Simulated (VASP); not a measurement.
Input of a VASP 6.6.1 run:

File POSCAR:

```
Lu
1.0
    3.5048186286      0.0000000000      0.0000000000
   -1.7524093143      3.0352619680      0.0000000000
    0.0000000000      0.0000000000      5.4696750779
Lu
2
Direct
    0.3333333333      0.6666666667      0.2500000000
    0.6666666667      0.3333333333      0.7500000000
```

File INCAR.step1:

```
SYSTEM = Lu
  PREC = Accurate
  ENCUT = 520
  ISMEAR = 0
  SIGMA = 1.0
  LREAL = .False.
  LASPH = .True.
  NELM = 80
  NBANDS = 32
  GGA = PE
  ALGO = Normal
  EDIFF = 1E-4
  LWAVE = .True.
  LCHARG = .False.
```

Contents of INCAR.step2:

```
SYSTEM = Lu
  PREC = Accurate
  ENCUT = 520
  EDIFF = 1E-6
  ISMEAR = 0
  SIGMA = 1.0
  LREAL = .False.
  LASPH = .True.
  NELM = 80
  ALGO = Normal
  ISIF = 2
  LWAVE = .False.
  LCHARG = .False.
  METAGGA = R2SCAN
  LMIXTAU = .True.
  NBANDS = 32
  ISTART = 1
```

File KPOINTS:

```
regular mesh
0
Gamma
  10 10 6
  0 0 0
```

Potentials or basis: VASP PAW PBE potentials, release 64 (Lu).

The run is started by

```sh
$ cat potpaw_PBE.64/Lu/POTCAR > POTCAR
$ cp INCAR.step1 INCAR
$ mpirun -np 1 vasp_std > vasp.out
$ cp INCAR.step2 INCAR
$ mpirun -np 1 vasp_std > vasp.out
```

Problem. Predict the band gap on the k mesh.

Solution. Zero (bands 25 and 26 overlap by 2.00 eV).

Problem. Predict the pressure.

Solution. 1.4 GPa.

Stress tensor (GPa, compression positive):
```
0.96 0.00 0.00
0.00 0.96 0.00
0.00 0.00 2.38
```

Caveat: so wide a smearing shifts energies and pressures; the PAW data sets were made with another functional, which shifts forces and pressure a little; spin-orbit coupling is left out, which moves the levels of the heavy elements.
